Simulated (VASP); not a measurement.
Crystal: As.

```
CELL_PARAMETERS angstrom
0.00000 2.73889 2.73889
2.73889 0.00000 2.73889
2.73889 2.73889 0.00000
ATOMIC_POSITIONS crystal
As 0.87500 0.87500 0.87500
As 0.12500 0.12500 0.12500
```

This cell differs from its parent crystal: volume scaled by 0.76.

Base run:

| Item | Value |
| --- | --- |
| Program | VASP 6.6.1 |
| Functional | PBEsol |
| Potentials or basis | VASP PAW PBE potentials, release 64 (As) |
| Cutoff | 520 eV |
| k mesh | 11 × 11 × 11 |
| Occupations | fermi-dirac, width 0.08 eV |
| Spin | no spin polarisation |

Its results: band gap on the k mesh zero (band 5 reaches 6.95 eV, above the bottom of band 6 at 4.88 eV); pressure 24.5 GPa.

**Question.** The run is repeated on the same cell with these changes: functional from PBEsol to PBE; further incar settings from ALGO = Normal; EDIFF = 1e-07; NBANDS = 12 to ALGO = Normal; EDIFF = 1e-06; NBANDS = 12. What comes out?

**Answer.** Band gap on the k mesh zero (band 5 reaches 7.11 eV, above the bottom of band 6 at 5.06 eV); pressure 28.3 GPa.

Caveats: the PAW data sets were made with another functional, which shifts forces and pressure a little (some runs).
